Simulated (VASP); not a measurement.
# Nb (Fm-3m) in VASP: a series of runs, part 2 of 2

VASP 6.6.1. The steps go on from the part before.

## 4. Electric field gradients, LDA (volume scaled by 0.98)

INCAR

```
PREC = Accurate ; ENCUT = 520
EDIFF = 1E-8 ; ISMEAR = -1
SIGMA = 0.03 ; LREAL = F
LASPH = T ; NELM = 80
ALGO = Normal ; ISIF = 2
LWAVE = F ; LCHARG = F
LEFG = T ; NBANDS = 12
```

KPOINTS

```
regular mesh
0
Gamma
  13 13 13
```

POSCAR

```
Nb
1.0
    0.0000000000      2.1008049414      2.1008049414
    2.1008049414      0.0000000000      2.1008049414
    2.1008049414      2.1008049414      0.0000000000
Nb
1
Direct
    0.0000000000      0.0000000000      0.0000000000
```

Potentials or basis: VASP PAW LDA potentials, release 64 (Nb_sv).

Launch:

```bash
cat potpaw_LDA.64/Nb_sv/POTCAR > POTCAR
mpirun -np 1 vasp_std > vasp.out
```

OUTCAR:

```text
PREC = Accurate
   ENCUT = 520
   EDIFF = 1E-8
   ISMEAR = -1
   LREAL = F
   LASPH = T
   NELM = 80
   ISIF = 2

 ion  position               nearest neighbor table
   1  0.000  0.000  0.000-

  LATTYP: Found a face centered cubic cell.
 ALAT       =     4.2016098828

  Lattice vectors:

 A1 = (   0.0000000000,   2.1008049414,   2.1008049414)
 A2 = (   2.1008049414,   0.0000000000,   2.1008049414)
 A3 = (   2.1008049414,   2.1008049414,   0.0000000000)

Analysis of symmetry for initial positions (statically):
=====================================================================
 Subroutine PRICEL returns:
 Original cell was already a primitive cell.

 Routine SETGRP: Setting up the symmetry group for a
 face centered cubic supercell.

 Subroutine GETGRP returns: Found 48 space group operations
 (whereof 48 operations were pure point group operations)
 out of a pool of 48 trial point group operations.

[... 539 lines left out ...]
 VOLUME and BASIS-vectors are now :
 -----------------------------------------------------------------------------
  energy-cutoff  :      520.00
  volume of cell :       18.54
      direct lattice vectors                 reciprocal lattice vectors
     0.000000000  2.100804941  2.100804941    -0.238004010  0.238004010  0.238004010
     2.100804941  0.000000000  2.100804941     0.238004010 -0.238004010  0.238004010
     2.100804941  2.100804941  0.000000000     0.238004010  0.238004010 -0.238004010

 POSITION                                       TOTAL-FORCE (eV/Angst)
 -----------------------------------------------------------------------------------
      0.00000      0.00000      0.00000        -0.000000     -0.000000     -0.000000
 -----------------------------------------------------------------------------------
    total drift:                                0.000000      0.000000     -0.000000

  FREE ENERGIE OF THE ION-ELECTRON SYSTEM (eV)
  ---------------------------------------------------
  free  energy   TOTEN  =       -10.8705211444 eV

  energy  without entropy=      -10.8654374206  energy(sigma->0) =      -10.86797928

 Electric field gradients (V/A^2)
---------------------------------------------------------------------
 ion       V_xx      V_yy      V_zz      V_xy      V_xz      V_yz
---------------------------------------------------------------------
   1      -0.000    -0.000     0.000    -0.000    -0.000    -0.000
---------------------------------------------------------------------

 Electric field gradients after diagonalization (V/A^2)
 (convention: |V_zz| > |V_xx| > |V_yy|)
----------------------------------------------------------------------
 ion       V_xx      V_yy      V_zz     asymmetry (V_yy - V_xx)/ V_zz
----------------------------------------------------------------------
   1       0.000     0.000    -0.000       0.000
----------------------------------------------------------------------

           NMR quadrupolar parameters

 Cq : quadrupolar parameter    Cq=e*Q*V_zz/h
 eta: asymmetry parameters     (V_yy - V_xx)/ V_zz
 Q  : nuclear electric quadrupole moment in mb (millibarn)
----------------------------------------------------------------------
 ion       Cq(MHz)       eta       Q (mb)
----------------------------------------------------------------------
   1      -0.000       0.000       1.000
----------------------------------------------------------------------
```

stdout:

```text
POSCAR found type information on POSCAR Nb
 POSCAR found :  1 types and       1 ions
 scaLAPACK will be used
 LDA part: xc-table for (Slater(with rela. corr.)+CA(PZ))
 , standard interpolation
 POSCAR, INCAR and KPOINTS ok, starting setup
 FFT: planning ... GRIDC
 FFT: planning ... GRID_SOFT
 FFT: planning ... GRID
 WAVECAR not read
 entering main loop
ion   1
```

Wall time 7.5 s (1 thread of Intel Xeon 6975P-C (Granite Rapids), shared host); peak memory 0.13 GiB.

What came out:

```yaml
Free_energy: -10.8705 eV
Pressure: -7.3 GPa
```

Caveat: without QUAD_EFG the Cq values of the log hold for a quadrupole moment of 1 mb, not for the nuclei.

## 5. Electric field gradients, LDA (volume scaled by 0.98)

INCAR

```
SYSTEM = Nb
  PREC = Accurate
  ENCUT = 520
  EDIFF = 1E-8
  ISMEAR = -1
  SIGMA = 0.03
  LREAL = .False.
  LASPH = .True.
  NELM = 80
  ALGO = Normal
  ISIF = 2
  LWAVE = .False.
  LCHARG = .False.
  GGA = CA
  LEFG = .True.
  NBANDS = 12
```

KPOINTS

```
Automatic mesh
0
Gamma
  13 13 13
  0 0 0
```

POSCAR is that of step 4.

Potentials or basis: VASP PAW LDA potentials, release 64 (Nb_sv).

Launch:

```bash
cat potpaw_LDA.64/Nb_sv/POTCAR > POTCAR
mpirun -np 1 vasp_std > vasp.out
```

OUTCAR:

```text
SYSTEM = Nb
   PREC = Accurate
   ENCUT = 520
   EDIFF = 1E-8
   ISMEAR = -1
   LREAL = .False.
   LASPH = .True.
   NELM = 80
   ISIF = 2
   GGA = CA

 ion  position               nearest neighbor table
   1  0.000  0.000  0.000-

  LATTYP: Found a face centered cubic cell.
 ALAT       =     4.2016098828

  Lattice vectors:

 A1 = (   0.0000000000,   2.1008049414,   2.1008049414)
 A2 = (   2.1008049414,   0.0000000000,   2.1008049414)
 A3 = (   2.1008049414,   2.1008049414,   0.0000000000)

Analysis of symmetry for initial positions (statically):
=====================================================================
 Subroutine PRICEL returns:
 Original cell was already a primitive cell.

 Routine SETGRP: Setting up the symmetry group for a
 face centered cubic supercell.

 Subroutine GETGRP returns: Found 48 space group operations
 (whereof 48 operations were pure point group operations)
 out of a pool of 48 trial point group operations.

The static configuration has the point symmetry O_h .

Analysis of symmetry for dynamics (positions and initial velocities):
=====================================================================
 Subroutine PRICEL returns:
 Original cell was already a primitive cell.

 Routine SETGRP: Setting up the symmetry group for a
 face centered cubic supercell.

 Subroutine GETGRP returns: Found 48 space group operations
 (whereof 48 operations were pure point group operations)
 out of a pool of 48 trial point group operations.

The dynamic configuration has the point symmetry O_h .

 Subroutine INISYM returns: Found 48 space group operations
 (whereof 48 operations are pure point group operations),
[... 152 lines left out ...]
      2     -19.0562      2.00000
      3     -19.0562      2.00000
      4     -19.0562      2.00000
      5       4.7089      2.00000
      6      11.0108      0.07833
      7      11.0108      0.07833
      8      11.0108      0.07833
      9      13.6262      0.00000
     10      13.6262      0.00000
     11      22.8287      0.00000
     12      27.5858      0.00000
[... 331 lines left out ...]
 k-point    24 :       0.4615    0.1538    0.0000
  band No.  band energies     occupation
      1     -43.3242      2.00000
      2     -20.1535      2.00000
      3     -19.3603      2.00000
      4     -19.2844      2.00000
      5       7.6996      2.00000
      6       9.8969      2.00000
      7      10.9316      0.72749
      8      11.6503      0.00000
      9      15.7330      0.00000
     10      16.1731      0.00000
     11      21.8085      0.00000
     12      24.5698      0.00000

 [... further k-points ...]
[... 5 lines left out ...]
  --------------------------------------------------------------------------------------
  -------------------------------------------------------------------------------------
  Total       -0.8496854     -0.8496854     -0.8496854      0.0000000     -0.0000000      0.0000000
  in kB      -73.4144497    -73.4144497    -73.4144497      0.0000000     -0.0000000      0.0000000
  external PRESSURE =     -73.4144497 kB  Pullay stress =       0.0000000 kB

 VOLUME and BASIS-vectors are now :
 -----------------------------------------------------------------------------
  energy-cutoff  :      520.00
  volume of cell :       18.54
      direct lattice vectors                 reciprocal lattice vectors
     0.000000000  2.100804941  2.100804941    -0.238004010  0.238004010  0.238004010
     2.100804941  0.000000000  2.100804941     0.238004010 -0.238004010  0.238004010
     2.100804941  2.100804941  0.000000000     0.238004010  0.238004010 -0.238004010

 POSITION                                       TOTAL-FORCE (eV/Angst)
 -----------------------------------------------------------------------------------
      0.00000      0.00000      0.00000        -0.000000     -0.000000     -0.000000
 -----------------------------------------------------------------------------------
    total drift:                                0.000000      0.000000     -0.000000

  FREE ENERGIE OF THE ION-ELECTRON SYSTEM (eV)
  ---------------------------------------------------
  free  energy   TOTEN  =       -10.8705211444 eV

  energy  without entropy=      -10.8654374206  energy(sigma->0) =      -10.86797928

 Electric field gradients (V/A^2)
---------------------------------------------------------------------
 ion       V_xx      V_yy      V_zz      V_xy      V_xz      V_yz
---------------------------------------------------------------------
   1      -0.000    -0.000     0.000    -0.000    -0.000    -0.000
---------------------------------------------------------------------

 Electric field gradients after diagonalization (V/A^2)
 (convention: |V_zz| > |V_xx| > |V_yy|)
----------------------------------------------------------------------
 ion       V_xx      V_yy      V_zz     asymmetry (V_yy - V_xx)/ V_zz
----------------------------------------------------------------------
   1       0.000     0.000    -0.000       0.000
----------------------------------------------------------------------

           NMR quadrupolar parameters

 Cq : quadrupolar parameter    Cq=e*Q*V_zz/h
 eta: asymmetry parameters     (V_yy - V_xx)/ V_zz
 Q  : nuclear electric quadrupole moment in mb (millibarn)
----------------------------------------------------------------------
 ion       Cq(MHz)       eta       Q (mb)
----------------------------------------------------------------------
   1      -0.000       0.000       1.000
----------------------------------------------------------------------
```

Wall time 7.1 s (1 thread of Intel Xeon 6975P-C (Granite Rapids), shared host); peak memory 0.14 GiB.

What came out:

```yaml
Free_energy: -10.8705 eV
Pressure: -7.3 GPa
```

Levels at points of the mesh, in eV from the Fermi level:
```csv
k point,band 3,band 4,band 5,band 6,band 7,band 8,band 9,band 10
"(0.00, 0.00, 0.00)",-29.97,-29.97,-6.21,0.10,0.10,0.10,2.71,2.71
```

Caveat: without QUAD_EFG the Cq values of the log hold for a quadrupole moment of 1 mb, not for the nuclei.
